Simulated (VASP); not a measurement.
Cl: single point with PBEsol+D4

The system is Cl.

```
Cl
1.0
     3.22190   -1.91083    0.00000
     3.22190    1.91083    0.00000
     0.00000    0.00000    7.91342
Cl
4
Direct
  0.36898 0.63102 0.38797
  0.13102 0.86898 0.88797
  0.63102 0.36898 0.61203
  0.86898 0.13102 0.11203
```

| Item | Value |
| --- | --- |
| Program | VASP 6.6.1 |
| Task | single point |
| Functional | PBEsol |
| Dispersion | D4 |
| Potentials or basis | VASP PAW PBE potentials, release 64 (Cl) |
| Cutoff | 520 eV |
| k mesh | 7 × 7 × 4 |
| Occupations | fermi-dirac, width 0.05 eV |
| Spin | no spin polarisation |

| Item | Value |
| --- | --- |
| Pressure | -0.3 GPa |
| Largest force | 0.149 eV/Å |
| Band gap on the k mesh | 2.04 eV |
| Dispersion energy per atom | -0.113 eV |

Forces in eV/Å, atoms in the order of the input:
```
Cl   0.000 -0.068  0.133
Cl   0.000  0.068  0.133
Cl   0.000  0.068 -0.133
Cl   0.000 -0.068 -0.133
```

Stress tensor (GPa, compression positive):
```
-0.07  0.00  0.00
 0.00 -0.20  0.00
 0.00  0.00 -0.66
```

Levels at points of the mesh, in eV from the valence-band top:
```csv
k point,band 12,band 13,band 14,band 15,band 16,band 17
"(0.00, 0.00, 0.00)",-0.56,-0.37,0.00,2.04,3.05,6.69
"(0.00, 0.00, 0.50)",-1.14,-0.17,-0.17,2.44,2.44,7.13
```

Wall time 31 s on 1 thread of Intel(R) Xeon(R) 6975P-C (Granite Rapids), with other jobs on the host, peak memory 0.23 GiB.

Caveat: the PAW data sets were made with another functional, which shifts forces and pressure a little; an odd mesh through Γ misses points on the zone boundary, where band edges can lie.
